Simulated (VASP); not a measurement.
# KBr (Fm-3m) in VASP: dielectric tensor with PBE

Aim: the dielectric tensor of KBr with PBE.

All numbers are computed with VASP 6.6.1; they aren't measurements. Logs are shortened: lines on timing, memory, paths and dates and some standing lists are left out, and cuts for length are marked.

## Step 1: The cell of the first run

It takes space group Fm-3m (No. 225, cubic). The conventional cell has a = 6.604 Å, b = 6.604 Å, c = 6.604 Å, α = 90.00°, β = 90.00°, γ = 90.00°. Within 4.3 Å of K (site symmetry m-3m) lie 6 Br at 3.30 Å. Within 4.3 Å of Br (site symmetry m-3m) lie 6 K at 3.30 Å.

## Step 2: Dielectric tensor, PBE

INCAR

```
ALGO = Normal
EDIFF = 1E-8
ENCUT = 520
GGA = PE
ISIF = 2
ISMEAR = 0
LASPH = T
LCHARG = F
LEPSILON = T
LREAL = F
LWAVE = F
NELM = 60
PREC = Accurate
SIGMA = 0.01
```

KPOINTS

```
k-points
0
Gamma
  6 6 6
```

POSCAR

```
KBr
1.0
    0.0000000000      3.3022478291      3.3022478291
    3.3022478291      0.0000000000      3.3022478291
    3.3022478291      3.3022478291      0.0000000000
K Br
1 1
Direct
    0.0000000000      0.0000000000      0.0000000000
    0.5000000000      0.5000000000      0.5000000000
```

Potentials or basis: VASP PAW PBE potentials, release 64 (K_sv, Br).

Started as:

```console
$ cat potpaw_PBE.64/K_sv/POTCAR potpaw_PBE.64/Br/POTCAR > POTCAR
$ mpirun -np 1 vasp_std > vasp.out
```

OUTCAR:

```text
EDIFF = 1E-8
   ENCUT = 520
   GGA = PE
   ISIF = 2
   ISMEAR = 0
   LASPH = T
   LEPSILON = T
   LREAL = F
   NELM = 60
   PREC = Accurate

 ion  position               nearest neighbor table
   1  0.000  0.000  0.000-   2 3.30   2 3.30   2 3.30   2 3.30   2 3.30   2 3.30
   2  0.500  0.500  0.500-   1 3.30   1 3.30   1 3.30   1 3.30   1 3.30   1 3.30

  LATTYP: Found a face centered cubic cell.
 ALAT       =     6.6044956582

  Lattice vectors:

 A1 = (   0.0000000000,   3.3022478291,   3.3022478291)
 A2 = (   3.3022478291,   0.0000000000,   3.3022478291)
 A3 = (   3.3022478291,   3.3022478291,   0.0000000000)

Analysis of symmetry for initial positions (statically):
=====================================================================
 Subroutine PRICEL returns:
 Original cell was already a primitive cell.

 Routine SETGRP: Setting up the symmetry group for a
 face centered cubic supercell.

 Subroutine GETGRP returns: Found 48 space group operations
 (whereof 48 operations were pure point group operations)
 out of a pool of 48 trial point group operations.

The static configuration has the point symmetry O_h .

Analysis of symmetry for dynamics (positions and initial velocities):
=====================================================================
 Subroutine PRICEL returns:
 Original cell was already a primitive cell.

 Routine SETGRP: Setting up the symmetry group for a
 face centered cubic supercell.

 Subroutine GETGRP returns: Found 48 space group operations
 (whereof 48 operations were pure point group operations)
 out of a pool of 48 trial point group operations.

The dynamic configuration has the point symmetry O_h .

 Subroutine INISYM returns: Found 48 space group operations
 (whereof 48 operations are pure point group operations),
 and found     1 'primitive' translations

----------------------------------------------------------------------------------------

                                     Primitive cell

  volume of cell :      72.0210
[... 382 lines left out ...]
     0.000000000  3.302247829  3.302247829    -0.151412016  0.151412016  0.151412016
     3.302247829  0.000000000  3.302247829     0.151412016 -0.151412016  0.151412016
     3.302247829  3.302247829  0.000000000     0.151412016  0.151412016 -0.151412016

 POSITION                                       TOTAL-FORCE (eV/Angst)
 -----------------------------------------------------------------------------------
      0.00000      0.00000      0.00000         0.000000      0.000000      0.000000
      3.30225      3.30225      3.30225        -0.000000     -0.000000      0.000000
 -----------------------------------------------------------------------------------
    total drift:                                0.000000      0.000000      0.000000

  FREE ENERGIE OF THE ION-ELECTRON SYSTEM (eV)
  ---------------------------------------------------
  free  energy   TOTEN  =        -6.2157693423 eV

  energy  without entropy=       -6.2157693423  energy(sigma->0) =       -6.21576934

 HEAD OF MICROSCOPIC STATIC DIELECTRIC TENSOR (INDEPENDENT PARTICLE, excluding Hartree and local field effects)
 ------------------------------------------------------
           2.820708     0.000000     0.000000
          -0.000000     2.820708     0.000000
          -0.000000     0.000000     2.820708
 ------------------------------------------------------

 Free energy of the ion-electron system (eV)
  ---------------------------------------------------
  ---------------------------------------------------
  free energy    TOTEN  =        -0.35796401 eV

  energy without entropy =       -0.35796401

------------------------ aborting loop because EDIFF is reached ----------------------------------------

--------------------------------------- Ionic step        2  -------------------------------------------

------------------------ aborting loop because EDIFF is reached ----------------------------------------

--------------------------------------- Ionic step        3  -------------------------------------------

 Free energy of the ion-electron system (eV)
  ---------------------------------------------------
  ---------------------------------------------------
  free energy    TOTEN  =        -0.35796299 eV

  energy without entropy =       -0.35796299

------------------------ aborting loop because EDIFF is reached ----------------------------------------

 PIEZOELECTRIC TENSOR FIELD DIRECTION 3  (e Angst)
 -----------------------------------------------------------------------------
    -0.00008  0.00000  0.00000           (  0.00000  0.00000  0.00000)
     0.00000 -0.00008 -0.00000           (  0.00000  0.00000  0.00000)
     0.00000  0.00000 -0.00091           (  0.00000  0.00000  0.00000)

 PIEZOELECTRIC TENSOR FIELD DIRECTION 3  (C/m^2)
 -----------------------------------------------------------------------------
    -0.00002  0.00000  0.00000
     0.00000 -0.00002 -0.00000
     0.00000  0.00000 -0.00020

 MACROSCOPIC STATIC DIELECTRIC TENSOR (including local field effects in DFT)
 ------------------------------------------------------
           2.550555     0.000000    -0.000000
           0.000000     2.550555    -0.000000
           0.000000     0.000000     2.550555
 ------------------------------------------------------

 PIEZOELECTRIC TENSOR (including local field effects)  for field in x, y, z        (e  Angst)
          XX          YY          ZZ          XY          YZ          ZX
  --------------------------------------------------------------------------------
  x     0.00000     0.00000     0.00000     0.00000     0.00000     0.00000
  y     0.00000     0.00000     0.00000     0.00000     0.00000     0.00000
  z     0.00000     0.00000     0.00000     0.00000     0.00000     0.00000

 PIEZOELECTRIC TENSOR (including local field effects)  for field in x, y, z        (C/m^2)
          XX          YY          ZZ          XY          YZ          ZX
  --------------------------------------------------------------------------------
  x     0.00000     0.00000     0.00000     0.00000     0.00000     0.00000
  y     0.00000     0.00000     0.00000     0.00000     0.00000     0.00000
  z     0.00000     0.00000     0.00000     0.00000     0.00000     0.00000

 BORN EFFECTIVE CHARGES (including local field effects) (in |e|, cummulative output)
 ---------------------------------------------------------------------------------
 ion    1
    1     1.13040     0.00000    -0.00000
    2    -0.00000     1.13040    -0.00000
    3     0.00000    -0.00000     1.13040
 ion    2
    1    -1.13040    -0.00000     0.00000
    2     0.00000    -1.13040     0.00000
    3    -0.00000     0.00000    -1.13040
```

OSZICAR:

```text
N       E                     dE             d eps       ncg     rms          rms(c)
DAV:   1     0.105411500877E+03    0.10541E+03   -0.70769E+03   384   0.117E+03
DAV:   2     0.684596967865E+00   -0.10473E+03   -0.97637E+02   464   0.268E+02
DAV:   3    -0.614046361630E+01   -0.68251E+01   -0.67879E+01   492   0.624E+01
[... 12 lines left out ...]
RMM:   7    -0.357522956905E+00   -0.83401E-03   -0.26421E-04  1573   0.822E-02    0.176E-02
RMM:   8    -0.357917473875E+00   -0.39452E-03   -0.13483E-04  1597   0.442E-02    0.715E-03
RMM:   9    -0.357964664730E+00   -0.47191E-04   -0.30153E-05  1599   0.237E-02    0.121E-03
RMM:  10    -0.357962977381E+00    0.16873E-05   -0.36832E-05  1736   0.106E-02    0.144E-03
RMM:  11    -0.357963158049E+00   -0.18067E-06   -0.12906E-05  1683   0.406E-03    0.158E-03
RMM:  12    -0.357962987266E+00    0.17078E-06    0.29786E-06  1663   0.204E-03    0.144E-03
```

stdout:

```text
POSCAR found type information on POSCAR K Br
 POSCAR found :  2 types and       2 ions
 scaLAPACK will be used
 LDA part: xc-table for (Slater+PW92), standard interpolation
 POSCAR, INCAR and KPOINTS ok, starting setup
 FFT: planning ... GRIDC
 FFT: planning ... GRID_SOFT
 FFT: planning ... GRID
 WAVECAR not read
 entering main loop
 Linear response reoptimize wavefunctions to high precision
 Linear response G [H, r] |phi>, progress :
  Direction:   1
 Linear response G [H, r] |phi>, progress :
  Direction:   2
 Linear response G [H, r] |phi>, progress :
  Direction:   3
 Linear response to external field (no local field effect), progress :
  Direction:   1
 dielectric tensor                  component  1 :     3.005     0.254     0.123
 Linear response to external field (no local field effect), progress :
  Direction:   2
 dielectric tensor                  component  2 :     0.254     2.868    -0.166
 Linear response to external field (no local field effect), progress :
  Direction:   3
 dielectric tensor                  component  3 :     0.123    -0.166     2.589
 Linear response to external field, progress :
  Direction:   1
 dielectric tensor                  component  1 :     2.551     0.190     0.066
 Linear response to external field, progress :
  Direction:   2
 dielectric tensor                  component  2 :     0.140     2.551    -0.065
 Linear response to external field, progress :
  Direction:   3
 dielectric tensor                  component  3 :    -0.002     0.048     2.551
 Born effective charges drift removed
```

Wall time 2.4 min (1 thread of AMD EPYC 9R45 (Zen 5), shared host); peak memory 0.24 GiB.

What came out:

| Property | Result |
| --- | --- |
| Band gap on the k mesh | 4.43 eV, direct |
| Electronic dielectric tensor (diagonal) | 2.55 |
| Born charges (mean of the diagonal) | K +1.13; Br -1.13 e |

Electronic dielectric tensor:
```
2.55 0.00 0.00
0.00 2.55 0.00
0.00 0.00 2.55
```

Born effective charge tensors (e):
atom 1, K
```
1.13 0.00 0.00
0.00 1.13 0.00
0.00 0.00 1.13
```
atom 2, Br
```
-1.13  0.00  0.00
 0.00 -1.13  0.00
 0.00  0.00 -1.13
```
